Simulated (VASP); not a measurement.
# Al3GaN4 (R3m) in VASP: further runs, part 2 of 2

VASP 6.6.1. Earlier steps stand in the parts before.

### 3 Single point, PBEsol

File INCAR:

```
SYSTEM = Al3GaN4
PREC = Accurate ; ENCUT = 520
EDIFF = 1E-6 ; ISMEAR = 0
SIGMA = 0.05 ; LREAL = .FALSE.
LASPH = .TRUE. ; NELM = 80
ALGO = Normal ; ISIF = 2
LWAVE = .FALSE. ; LCHARG = .FALSE.
GGA = PS ; NBANDS = 31
```

File KPOINTS:

```
regular mesh
0
G
  6 6 6
  0 0 0
```

File POSCAR:

```
Al3GaN4
1.0
    4.3189760727      0.0808706234      0.0808706234
    0.0808706234      4.3189760727      0.0808706234
    0.0808706234      0.0808706234      4.3189760727
Al Ga N
3 1 4
Direct
    0.5000000000      0.5000000000      0.0000000000
    0.5000000000      0.0000000000      0.5000000000
    0.0000000000      0.5000000000      0.5000000000
    0.0000000000      0.0000000000      0.0000000000
    0.7447140287      0.7447140287      0.2552859713
    0.7447140287      0.2552859713      0.7447140287
    0.2552859713      0.7447140287      0.7447140287
    0.2552859713      0.2552859713      0.2552859713
```

Potentials or basis: VASP PAW PBE potentials, release 64 (Al, Ga_d, N).

Run with:

```bash
$ cat potpaw_PBE.64/Al/POTCAR potpaw_PBE.64/Ga_d/POTCAR potpaw_PBE.64/N/POTCAR > POTCAR
$ mpirun -np 1 vasp_std > vasp.out
```

OUTCAR:

```text
SYSTEM = Al3GaN4
   PREC = Accurate
   ENCUT = 520
   EDIFF = 1E-6
   ISMEAR = 0
   LREAL = .FALSE.
   LASPH = .TRUE.
   NELM = 80
   ISIF = 2
   GGA = PS

 ion  position               nearest neighbor table
   1  0.500  0.500  0.000-   8 1.83   7 1.84   6 1.84   5 1.93   2 3.00   3 3.00   2 3.00   4 3.00
                             3 3.00   4 3.00   3 3.11   2 3.11   4 3.11   2 3.11   3 3.11   4 3.11
   2  0.500  0.000  0.500-   8 1.83   7 1.84   5 1.84   6 1.93   1 3.00   4 3.00   1 3.00   3 3.00
                             3 3.00   4 3.00   3 3.11   1 3.11   4 3.11   1 3.11   4 3.11   3 3.11
   3  0.000  0.500  0.500-   8 1.83   6 1.84   5 1.84   7 1.93   1 3.00   4 3.00   2 3.00   4 3.00
                             1 3.00   2 3.00   2 3.11   4 3.11   4 3.11   1 3.11   1 3.11   2 3.11
   4  0.000  0.000  0.000-   5 1.89   6 1.89   7 1.89   8 1.98   2 3.00   3 3.00   1 3.00   3 3.00
                             1 3.00   2 3.00   2 3.11   3 3.11   3 3.11   1 3.11   2 3.11   1 3.11
   5  0.745  0.745  0.255-   2 1.84   3 1.84   4 1.89   1 1.93
   6  0.745  0.255  0.745-   3 1.84   1 1.84   4 1.89   2 1.93
   7  0.255  0.745  0.745-   2 1.84   1 1.84   4 1.89   3 1.93
   8  0.255  0.255  0.255-   1 1.83   2 1.83   3 1.83   4 1.98

  LATTYP: Found a trigonal (rhomboedric) cell.
 ALAT       =     4.3204900685
 COS(alpha) =     0.0377730991
[... 206 lines left out ...]
      5      -6.3476      2.00000
      6      -6.3476      2.00000
[... 805 lines left out ...]
     30      17.4854      0.00000
     31      17.8973      0.00000

 [... further k-points ...]

------------------------ aborting loop because EDIFF is reached ----------------------------------------

  FORCE on cell =-STRESS in cart. coord.  units (eV):
  Direction    XX          YY          ZZ          XY          YZ          ZX
  --------------------------------------------------------------------------------------
  -------------------------------------------------------------------------------------
  Total        7.3930865      7.3930865      7.3930865     -4.5648292     -4.5648292     -4.5648292
  in kB      147.1788172    147.1788172    147.1788172    -90.8749221    -90.8749221    -90.8749221
  external PRESSURE =     147.1788172 kB  Pullay stress =       0.0000000 kB

 VOLUME and BASIS-vectors are now :
 -----------------------------------------------------------------------------
  energy-cutoff  :      520.00
  volume of cell :       80.48
      direct lattice vectors                 reciprocal lattice vectors
     4.318976073  0.080870623  0.080870623     0.231695842 -0.004258645 -0.004258645
     0.080870623  4.318976073  0.080870623    -0.004258645  0.231695842 -0.004258645
     0.080870623  0.080870623  4.318976073    -0.004258645 -0.004258645  0.231695842

 POSITION                                       TOTAL-FORCE (eV/Angst)
 -----------------------------------------------------------------------------------
      2.19992      2.19992      0.08087         0.365684      0.365684      0.395329
      2.19992      0.08087      2.19992         0.365684      0.395329      0.365684
      0.08087      2.19992      2.19992         0.395329      0.365684      0.365684
      0.00000      0.00000      0.00000         0.384429      0.384429      0.384429
      3.29727      3.29727      1.22302        -0.382912     -0.382912     -0.417657
      3.29727      1.22302      3.29727        -0.382912     -0.417657     -0.382912
      1.22302      3.29727      3.29727        -0.417657     -0.382912     -0.382912
      1.14386      1.14386      1.14386        -0.327645     -0.327645     -0.327645
 -----------------------------------------------------------------------------------
    total drift:                                0.000829      0.000829      0.000829

  FREE ENERGIE OF THE ION-ELECTRON SYSTEM (eV)
  ---------------------------------------------------
  free  energy   TOTEN  =       -59.4819853762 eV

  energy  without entropy=      -59.4819853762  energy(sigma->0) =      -59.48198538
```

OSZICAR:

```text
N       E                     dE             d eps       ncg     rms          rms(c)
DAV:   1     0.312044499044E+03    0.31204E+03   -0.19646E+04  2253   0.172E+03
DAV:   2    -0.260449123693E+02   -0.33809E+03   -0.31327E+03  2353   0.453E+02
DAV:   3    -0.671515534403E+02   -0.41107E+02   -0.40607E+02  2229   0.125E+02
DAV:   4    -0.687284227176E+02   -0.15769E+01   -0.15719E+01  2674   0.276E+01
DAV:   5    -0.687633498554E+02   -0.34927E-01   -0.34916E-01  2342   0.380E+00    0.168E+01
DAV:   6    -0.594798582323E+02    0.92835E+01   -0.26466E+01  3147   0.567E+01    0.575E+00
DAV:   7    -0.595724166926E+02   -0.92558E-01   -0.33275E+00  2443   0.111E+01    0.409E+00
DAV:   8    -0.595112716595E+02    0.61145E-01   -0.47098E-01  2672   0.708E+00    0.943E-01
DAV:   9    -0.594820034032E+02    0.29268E-01   -0.10483E-01  3137   0.483E+00    0.450E-01
DAV:  10    -0.594818713975E+02    0.13201E-03   -0.12979E-02  2397   0.668E-01    0.184E-01
DAV:  11    -0.594819876327E+02   -0.11624E-03   -0.78453E-04  3136   0.379E-01    0.222E-02
DAV:  12    -0.594819853469E+02    0.22858E-05   -0.18008E-04  2923   0.177E-01    0.153E-02
DAV:  13    -0.594819853762E+02   -0.29299E-07   -0.97954E-06  3040   0.385E-02
   1 F= -.59481985E+02 E0= -.59481985E+02  d E =-.531398E-11
```

stdout:

```text
POSCAR found type information on POSCAR AlGaN
 POSCAR found :  3 types and       8 ions
 scaLAPACK will be used
 -----------------------------------------------------------------------------
|                                                                             |
|                                                                             |
|     You enforced a specific xc type in the INCAR file but a different       |
|     I HOPE YOU KNOW WHAT YOU ARE DOING!                                     |
|                                                                             |
 -----------------------------------------------------------------------------

 LDA part: xc-table for (Slater+PW92), standard interpolation
 POSCAR, INCAR and KPOINTS ok, starting setup
 FFT: planning ... GRIDC
 FFT: planning ... GRID_SOFT
 FFT: planning ... GRID
 WAVECAR not read
 entering main loop
```

It took 46 s on 1 thread of Intel Xeon 6975P-C, shared host; peak memory 0.22 GiB.

Results:

| Item | Value |
| --- | --- |
| Free energy | -59.4820 eV |
| Pressure | 14.7 GPa |
| Largest force | 0.684 eV/Å |
| Band gap on the k mesh | 3.14 eV, direct |

Forces on the atoms (eV/Å):
```
Al   0.366  0.366  0.395
Al   0.366  0.395  0.366
Al   0.395  0.366  0.366
Ga   0.384  0.384  0.384
N   -0.383 -0.383 -0.418
N   -0.383 -0.418 -0.383
N   -0.418 -0.383 -0.383
N   -0.328 -0.328 -0.328
```

Caveat: the PAW data sets were made with another functional, which shifts forces and pressure a little.
